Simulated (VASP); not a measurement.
A run of VASP 6.6.1 is set up as follows.

File INCAR:

```
PREC = Accurate
ENCUT = 520
EDIFF = 1E-6
ISMEAR = -1
SIGMA = 0.1
LREAL = False
LASPH = True
NELM = 80
ALGO = Normal
ISIF = 2
LWAVE = False
LCHARG = True
LELF = True
LVHAR = True
NBANDS = 16
```

File KPOINTS:

```
regular mesh
0
Gamma
  11 11 11
```

File POSCAR:

```
WC
1.0
    0.0000000000      2.1617749338      2.1617749338
    2.1617749338      0.0000000000      2.1617749338
    2.1617749338      2.1617749338      0.0000000000
W C
1 1
Direct
    0.0000000000      0.0000000000      0.0000000000
    0.5000000000      0.5000000000      0.5000000000
```

Potentials or basis: VASP PAW LDA potentials, release 64 (W_sv, C).

Launch:

```bash
$ cat potpaw_LDA.64/W_sv/POTCAR potpaw_LDA.64/C/POTCAR > POTCAR
$ mpirun -np 1 vasp_std > vasp.out
```

**Question.** Estimate the band gap on the k mesh.

**Answer.** Zero (band 9 reaches 13.95 eV, above the bottom of band 10 at 10.69 eV).

**Question.** Predict the pressure.

**Answer.** 2.4 GPa.

Caveat: spin-orbit coupling is left out, which moves the levels of the heavy elements.
